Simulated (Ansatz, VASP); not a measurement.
## Two plane-wave programs on Zn3GeO

```
Zn Ge O
1.0
     3.76370    0.00000    0.00000
     0.00000    3.76370    0.00000
     0.00000    0.00000    4.84318
Zn Ge O
3 1 1
Direct
  0.00000 0.50000 0.51472
  0.50000 0.50000 0.11585
  0.50000 0.00000 0.51472
  0.50000 0.50000 0.70450
  0.00000 0.00000 0.99211
```

Change from the starting cell: species swapped into the CeBPt3 type (P4mm, No. 99).

Alike in both runs: task single point; functional PBE; k mesh 4 × 4 × 4; occupations gaussian, width 0.1 eV; no spin polarisation.

|  | VASP | Ansatz |
| --- | --- | --- |
| version | VASP 6.6.1 | Ansatz 0.2.0 |
| potentials or method | VASP PAW PBE potentials, release 64 (Zn, Ge_d, O), cutoff 520 eV | scalar-relativistic, plane waves, PAW |
| valence electrons in the cell | 56 | 56 |

```csv
,VASP,Ansatz,Ansatz less VASP
gap on the k mesh at the Fermi level (eV),none,none,-
rms of the force components (eV/Å),1.958,1.935,-0.0231
```

Atom by atom the forces differ by 0.024 eV/Å (rms over components). A gap of «none» marks a metal or a gap that the smearing closes.

The k mesh is coarse, so the values compare programs but aren't converged.
